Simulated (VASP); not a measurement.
# Sb (P-1) in VASP: further runs, part 2 of 2

VASP 6.6.1. Earlier steps stand in the parts before.

**3. Single point, PBEsol (equal xy, yz and zx shear strains of +2 %)**

INCAR

```
SYSTEM = Sb
  PREC = Accurate
  ENCUT = 520
  EDIFF = 1E-6
  ISMEAR = -1
  SIGMA = 0.05
  LREAL = .FALSE.
  LASPH = .TRUE.
  NELM = 80
  ALGO = Normal
  ISIF = 2
  LWAVE = .FALSE.
  LCHARG = .FALSE.
  GGA = PS
  NBANDS = 12
```

KPOINTS

```
Automatic mesh
0
G
  9 9 9
  0 0 0
```

POSCAR

```
Sb
1.0
    2.2004568288      1.3005956839      3.7779225001
   -2.1007438352      1.2575836773      3.7349104935
    0.0126070064     -2.4458593611      3.7191670064
Sb
2
Direct
    0.2336400000      0.2336400000      0.2336400000
    0.7663600000      0.7663600000      0.7663600000
```

Potentials or basis: VASP PAW PBE potentials, release 64 (Sb).

Run with:

```bash
$ cat potpaw_PBE.64/Sb/POTCAR > POTCAR
$ mpirun -np 1 vasp_std > vasp.out
```

OUTCAR:

```text
SYSTEM = Sb
   PREC = Accurate
   ENCUT = 520
   EDIFF = 1E-6
   ISMEAR = -1
   LREAL = .FALSE.
   LASPH = .TRUE.
   NELM = 80
   ISIF = 2
   GGA = PS

 ion  position               nearest neighbor table
   1  0.234  0.234  0.234-   2 2.89   2 2.89   2 2.93   2 3.31   2 3.34   2 3.38
   2  0.766  0.766  0.766-   1 2.89   1 2.89   1 2.93   1 3.31   1 3.34   1 3.38

  LATTYP: Found a triclinic cell.
 ALAT       =     4.2640344717
 B/A-ratio  =     1.0088170701
 C/A-ratio  =     1.0439311100
 COS(alpha) =     0.0056920939
 COS(beta)  =     0.4755446219
 COS(gamma) =     0.4868514562

  Lattice vectors:

 A1 = (   2.1133508416,  -3.7034430384,  -0.0157434871)
 A2 = (   4.3012006640,   0.0430120066,   0.0430120066)
 A3 = (   0.0126070064,  -2.4458593611,   3.7191670064)

Analysis of symmetry for initial positions (statically):
=====================================================================
 Subroutine PRICEL returns:
 Original cell was already a primitive cell.

 Routine SETGRP: Setting up the symmetry group for a
 triclinic supercell.

 Subroutine GETGRP returns: Found  2 space group operations
 (whereof  2 operations were pure point group operations)
 out of a pool of  2 trial point group operations.

The static configuration has the point symmetry S_2 .

Analysis of symmetry for dynamics (positions and initial velocities):
=====================================================================
 Subroutine PRICEL returns:
 Original cell was already a primitive cell.

 Routine SETGRP: Setting up the symmetry group for a
 triclinic supercell.

 Subroutine GETGRP returns: Found  2 space group operations
 (whereof  2 operations were pure point group operations)
 out of a pool of  2 trial point group operations.

The dynamic configuration has the point symmetry S_2 .

 Subroutine INISYM returns: Found  2 space group operations
 (whereof  2 operations are pure point group operations),
 and found     1 'primitive' translations

[... 123 lines left out ...]
   LEPSILON=     F    determine dielectric tensor
   LRPA    =     F    only Hartree local field effects (RPA)
 non-spin polarized calculation
  energy-cutoff  :      520.00
  volume of cell :       59.97
 maximum number of plane-waves:      1630
 NGX is ok and might be reduce to    36
   NGX = 17   NGY = 17   NGZ = 17

 number of electron      10.0000000 magnetization

 Free energy of the ion-electron system (eV)
  ---------------------------------------------------
  ext. energy  EPLUGINS =         0.00000000
  ---------------------------------------------------
  free energy    TOTEN  =        -9.10974504 eV

  energy without entropy =       -9.10786488  energy(sigma->0) =       -9.10880496

 E-fermi :   7.1968     XC(G=0):  -9.6963

 val. band max:        7.1249594247   @ k =   0.2222   0.2222   0.3333
 cond. band min:       7.2157326120   @ k =   0.3333   0.2222   0.2222
 fundamental gap:      0.0907731873
 Fermi energy:         7.1967547132

 k-point     1 :       0.0000    0.0000    0.0000
  band No.  band energies     occupation
      1      -5.5653      2.00000
      2       2.4543      2.00000
      3       5.1493      2.00000
      4       5.2404      2.00000
      5       5.6156      2.00000
      6       9.2752      0.00000
      7       9.8113      0.00000
      8      10.0711      0.00000
      9      12.1700      0.00000
     10      12.3741      0.00000
     11      12.4877      0.00000
     12      13.6886      0.00000
[... 331 lines left out ...]
 k-point    24 :      -0.0000    0.3333    0.0000
  band No.  band energies     occupation
      1      -4.3281      2.00000
      2      -0.7825      2.00000
      3       5.1843      2.00000
      4       5.2555      2.00000
      5       6.3438      2.00000
      6       7.7110      0.00007
      7       7.9724      0.00000
      8       8.1987      0.00000
      9      12.8649      0.00000
     10      13.5842      0.00000
     11      14.1921      0.00000
     12      17.9059      0.00000

 [... further k-points ...]

------------------------ aborting loop because EDIFF is reached ----------------------------------------

  FORCE on cell =-STRESS in cart. coord.  units (eV):
  Direction    XX          YY          ZZ          XY          YZ          ZX
  --------------------------------------------------------------------------------------
  -------------------------------------------------------------------------------------
  Total        0.5289137      0.0826152      0.1005565     -0.0516796     -0.4406425     -0.2190113
  in kB       14.1311968      2.2072640      2.6866080     -1.3807436    -11.7728213     -5.8514126
  external PRESSURE =       6.3416896 kB  Pullay stress =       0.0000000 kB

 VOLUME and BASIS-vectors are now :
 -----------------------------------------------------------------------------
  energy-cutoff  :      520.00
  volume of cell :       59.97
      direct lattice vectors                 reciprocal lattice vectors
     2.200456829  1.300595684  3.777922500     0.230328323  0.131072568  0.085417330
    -2.100743835  1.257583677  3.734910494    -0.234750216  0.135677306  0.090022068
     0.012607006 -2.445859361  3.719167006     0.001776874 -0.269394892  0.091707519

 POSITION                                       TOTAL-FORCE (eV/Angst)
 -----------------------------------------------------------------------------------
      0.02624      0.02624      2.62424        -0.049250     -0.095810      0.204135
      0.08608      0.08608      8.60776         0.049250      0.095810     -0.204135
 -----------------------------------------------------------------------------------
    total drift:                                0.000000     -0.000000      0.000000

  FREE ENERGIE OF THE ION-ELECTRON SYSTEM (eV)
  ---------------------------------------------------
  free  energy   TOTEN  =        -9.1097450399 eV

  energy  without entropy=       -9.1078648842  energy(sigma->0) =       -9.10880496
```

OSZICAR:

```text
N       E                     dE             d eps       ncg     rms          rms(c)
DAV:   1     0.342216134040E+02    0.34222E+02   -0.35705E+03  8760   0.655E+02
DAV:   2    -0.722248251706E+01   -0.41444E+02   -0.39961E+02 11444   0.108E+02
DAV:   3    -0.911033996479E+01   -0.18879E+01   -0.18688E+01 10624   0.254E+01
DAV:   4    -0.912676287659E+01   -0.16423E-01   -0.16413E-01 10264   0.285E+00
DAV:   5    -0.912695949715E+01   -0.19662E-03   -0.19662E-03 10788   0.344E-01    0.293E+00
DAV:   6    -0.911618900586E+01    0.10770E-01   -0.25993E-03 10316   0.281E-01    0.176E+00
DAV:   7    -0.910970383768E+01    0.64852E-02   -0.63158E-03 10120   0.433E-01    0.536E-02
DAV:   8    -0.910973740048E+01   -0.33563E-04   -0.16856E-04 10540   0.844E-02    0.175E-02
DAV:   9    -0.910974558934E+01   -0.81889E-05   -0.15378E-05 10816   0.230E-02    0.678E-03
DAV:  10    -0.910974503988E+01    0.54946E-06   -0.14416E-06  7284   0.658E-03
   1 F= -.91097450E+01 E0= -.91088050E+01  d E =-.188016E-02
```

Run time: 3.8 min. Hardware: 1 thread of Intel Xeon 8259CL, shared host; peak memory 0.37 GiB.

Results:

| Property | Result |
| --- | --- |
| Free energy | -9.1097 eV |
| Pressure | 0.6 GPa |
| Largest force | 0.231 eV/Å |
| Band gap on the k mesh | zero (bands 5 and 6 overlap by 0.12 eV) |

Forces on the atoms (eV/Å):
```
Sb  -0.049 -0.096  0.204
Sb   0.049  0.096 -0.204
```

Levels at points of the mesh, in eV from the Fermi level:
| k point | band 2 | band 3 | band 4 | band 5 | band 6 | band 7 | band 8 | band 9 |
| --- | --- | --- | --- | --- | --- | --- | --- | --- |
| (0.00, 0.00, 0.00) | -4.74 | -2.05 | -1.96 | -1.58 | 2.08 | 2.61 | 2.87 | 4.97 |

Caveat: the cell differs from its parent crystal (equal xy, yz and zx shear strains of +2 %); the PAW data sets were made with another functional, which shifts forces and pressure a little; spin-orbit coupling is left out, which moves the levels of the heavy elements.
